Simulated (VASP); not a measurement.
Input of a VASP 6.6.1 run:

File INCAR:

```
ALGO     = Normal         # electronic algorithm
EDIFF    = 1E-7           # SCF threshold, eV
ENCUT    = 520            # plane-wave cutoff, eV
GGA      = CA             # functional
ISIF     = 2              # what is computed and relaxed
ISMEAR   = -1             # smearing method
ISPIN    = 2              # spin polarisation
LASPH    = T              # aspherical terms in the spheres
LCHARG   = T              # write CHGCAR
LELF     = T              # ELF
LMAXMIX  = 4              # l up to which the mixer works
LORBIT   = 11             # projections on sites
LREAL    = F              # projectors in reciprocal space
LVHAR    = T            
LWAVE    = F              # write WAVECAR
MAGMOM   = 1              # initial moments
NBANDS   = 16             # bands
NELM     = 150            # most SCF steps
PREC     = Accurate       # precision mode
SIGMA    = 0.05           # smearing width, eV
```

File KPOINTS:

```
k-points
0
Gamma
  22 22 22
```

Contents of POSCAR:

```
Nb
1.0
   -1.6646937709      1.6646937709      1.6646937709
    1.6646937709     -1.6646937709      1.6646937709
    1.6646937709      1.6646937709     -1.6646937709
Nb
1
Direct
    0.0000000000      0.0000000000      0.0000000000
```

Potentials or basis: VASP PAW LDA potentials, release 64 (Nb_sv).

The run is started by

```console
$ cat potpaw_LDA.64/Nb_sv/POTCAR > POTCAR
$ mpirun -np 1 vasp_std > vasp.out
```

Q: Estimate the net moment.

A: 0.00 μB per cell.

Q: Estimate the pressure.

A: -12.5 GPa.

Caveat: the cell stands under tension.
